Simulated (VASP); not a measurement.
Write the native input for VASP 6.6.1 that does the following.

```
Task                   : single point
Functional             : PBE
Potentials or basis    : VASP PAW PBE potentials, release 64 (Li_sv, Sm_3), 4f in core
Cutoff                 : 750 eV
k mesh                 : 12 × 12 × 6
Occupations            : gaussian, width 0.1 eV
Spin                   : no spin polarisation
Dipole correction      : no
Further INCAR settings : ALGO = Normal; EDIFF = 1e-06; NBANDS = 22
```

The structure of LiSm lies in POSCAR:

```
LiSm
1.0
    3.6768939683      0.0000000000      0.0000000000
    0.0000000000      3.6768939683      0.0000000000
    0.0000000000      0.0000000000      7.9416882760
Li Sm
2 2
Direct
    0.0000000000      0.5000000000      0.5847258997
    0.5000000000      0.0000000000      0.4152741003
    0.0000000000      0.5000000000      0.1482832313
    0.5000000000      0.0000000000      0.8517167687
```

The cell was generated, and may not be a known phase.

One way to write it, as run:

INCAR

```
SYSTEM = LiSm
  PREC = Accurate
  ENCUT = 750
  EDIFF = 1E-6
  ISMEAR = 0
  SIGMA = 0.1
  LREAL = .FALSE.
  LASPH = .TRUE.
  NELM = 200
  ALGO = Normal
  ISIF = 2
  LWAVE = .FALSE.
  LCHARG = .TRUE.
  GGA = PE
  LELF = .TRUE.
  LVHAR = .TRUE.
  NBANDS = 22
  GGA_COMPAT = .FALSE.
  LMAXMIX = 6
```

KPOINTS

```
Automatic mesh
0
G
  12 12 6
  0 0 0
```

Potentials or basis: VASP PAW PBE potentials, release 64 (Li_sv, Sm_3), 4f in core.

Launch:

```console
$ cat potpaw_PBE.64/Li_sv/POTCAR potpaw_PBE.64/Sm_3/POTCAR > POTCAR
$ mpirun -np 1 vasp_std > vasp.out
```

Results of the run:

The pressure is 0.2 GPa and the largest force is 0.024 eV/Å. The band gap on the k mesh is zero (bands 14 and 15 overlap by 0.42 eV).

Caveat: spin-orbit coupling is left out, which moves the levels of the heavy elements; the 4f electrons are frozen in the core, so they carry no moment and show no levels.

Run time: 4.8 min on 1 thread of Intel(R) Xeon(R) Platinum 8259CL CPU @ 2.50GHz (Skylake/Cascade Lake), on a shared host, peak memory 0.56 GiB.
